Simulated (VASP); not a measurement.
Input of a VASP 6.6.1 run:

The input INCAR:

```
SYSTEM = PbS
PREC = Accurate ; ENCUT = 520
EDIFF = 1E-6 ; ISMEAR = 0
SIGMA = 0.03 ; LREAL = .False.
LASPH = .True. ; NELM = 80
ALGO = Normal ; ISIF = 2
LWAVE = .False. ; LCHARG = .False.
GGA = PE ; NBANDS = 17
```

Contents of KPOINTS:

```
regular mesh
0
Gamma
  10 10 10
  0 0 0
```

The input POSCAR:

```
PbS
1.0
    0.0000000000      2.8464000000      2.9650000000
    2.8464000000      0.0000000000      2.9650000000
    2.8464000000      2.8464000000      0.0000000000
Pb S
1 1
Direct
    0.0000000000      0.0000000000      0.0000000000
    0.5000000000      0.5000000000      0.5000000000
```

Potentials or basis: VASP PAW PBE potentials, release 64 (Pb_d, S).

Command:

```console
$ cat potpaw_PBE.64/Pb_d/POTCAR potpaw_PBE.64/S/POTCAR > POTCAR
$ mpirun -np 1 vasp_std > vasp.out
```

Problem. What does it give for the band gap on the k mesh?

Solution. 0.03 eV.

Problem. Estimate the pressure.

Solution. 8.5 GPa.

Stress tensor (GPa, compression positive):
```
10.84  0.00  0.00
 0.00 10.84  0.00
 0.00  0.00  3.71
```

Caveat: the cell differs from its parent crystal (strain -0.0400 x Voigt [1, 1, 0, 0, 0, 0]); the cell stands under pressure; spin-orbit coupling is left out, which moves the levels of the heavy elements. A k mesh can miss the band edges.
